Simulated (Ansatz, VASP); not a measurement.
## BaTe: VASP beside Ansatz

INCAR

```
PREC = Accurate
ENCUT = 520
EDIFF = 1E-7
ISMEAR = 0
SIGMA = 0.01
LREAL = False
LASPH = True
NELM = 100
ALGO = Normal
ISIF = 2
LWAVE = False
LCHARG = True
LELF = True
LVHAR = True
NBANDS = 15
```

Contents of KPOINTS:

```
regular mesh
0
Gamma
  6 6 6
```

POSCAR

```
BaTe
1.0
    4.2448181598      0.0000000000      0.0000000000
    0.0000000000      4.2448181598      0.0000000000
    0.0000000000      0.0000000000      4.2448181598
Ba Te
1 1
Direct
    0.0000000000      0.0000000000      0.0000000000
    0.5000000000      0.5000000000      0.5000000000
```

Input for Ansatz:

```yaml
crystal:
  lattice:
    - [4.2448181598, 0.0, 0.0]
    - [0.0, 4.2448181598, 0.0]
    - [0.0, 0.0, 4.2448181598]
  atoms:
    - { symbol: Ba, position: [0.0, 0.0, 0.0] }
    - { symbol: Te, position: [0.5, 0.5, 0.5] }
kpoints:
  mp_grid: { grid: [6, 6, 6] }
hamiltonian:
  xc: lda
scf:
  occupations: { method: fixed }
output:
  optics:
    e_range: [2, 15]
    de: 0.05
    sigma: 0.05
    scissors: 2.5
    scheme: gaussian
    bands: auto
```

Alike in both runs: task single point; functional LDA; k mesh 6 × 6 × 6; no spin polarisation.

|  | VASP | Ansatz |
| --- | --- | --- |
| version | VASP 6.6.1 | Ansatz 0.2.0 |
| potentials or method | VASP PAW LDA potentials, release 64 (Ba_sv, Te) | plane waves, PAW |
| plane-wave cutoff (eV) | 520 | 420 |
| occupations | gaussian, width 0.01 eV | fixed |
| valence electrons in the cell | 16 | 26 |

```csv
,VASP,Ansatz,Ansatz less VASP
gap on the k mesh at the Fermi level (eV),0.63,0.74,+0.112
```

LDA's correlation is that of Perdew and Zunger in VASP and of Perdew and Wang (1992) in Ansatz. VASP's potentials hold 16 valence electrons a cell and Ansatz's 26, so a difference there can come from the potentials and not from the codes.

Neither program's run includes spin-orbit coupling.
